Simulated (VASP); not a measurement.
Write the native input for VASP 6.6.1 that does the following.

| Item | Value |
| --- | --- |
| Task | single point |
| Functional | LDA |
| Potentials or basis | VASP PAW LDA potentials, release 64 (Ag, Cl) |
| Cutoff | 520 eV |
| k mesh | 8 × 8 × 8 |
| Occupations | fermi-dirac, width 0.05 eV |
| Spin | no spin polarisation |
| Dipole correction | no |
| Further INCAR settings | ALGO = Normal; EDIFF = 1e-06; NBANDS = 16 |

The structure of AgCl lies in POSCAR:

```
AgCl
1.0
    0.0000000000      2.7886410693      2.7886410693
    2.7886410693      0.0000000000      2.7886410693
    2.7886410693      2.7886410693      0.0000000000
Ag Cl
1 1
Direct
    0.0000000000      0.0000000000      0.0000000000
    0.5000000000      0.5000000000      0.5000000000
```

These files were run (other wordings do the same):

INCAR

```
SYSTEM = AgCl
PREC = Accurate
ENCUT = 520
EDIFF = 1E-6
ISMEAR = -1
SIGMA = 0.05
LREAL = .False.
LASPH = .True.
NELM = 100
ALGO = Normal
ISIF = 2
LWAVE = .False.
LCHARG = .False.
NBANDS = 16
```

KPOINTS

```
Automatic mesh
0
Gamma
  8 8 8
  0 0 0
```

Potentials or basis: VASP PAW LDA potentials, release 64 (Ag, Cl).

The run is started by

```sh
$ cat potpaw_LDA.64/Ag/POTCAR potpaw_LDA.64/Cl/POTCAR > POTCAR
$ mpirun -np 1 vasp_std > vasp.out
```

It gave:

| Property | Result |
| --- | --- |
| Pressure | -6.2 GPa |
| Band gap on the k mesh | 0.65 eV (least direct gap 2.88 eV) |

Caveat: the cell stands under tension.

Run time: 34 s on 1 thread of Intel Xeon 8259CL, with other jobs on the host, peak memory 0.16 GiB.
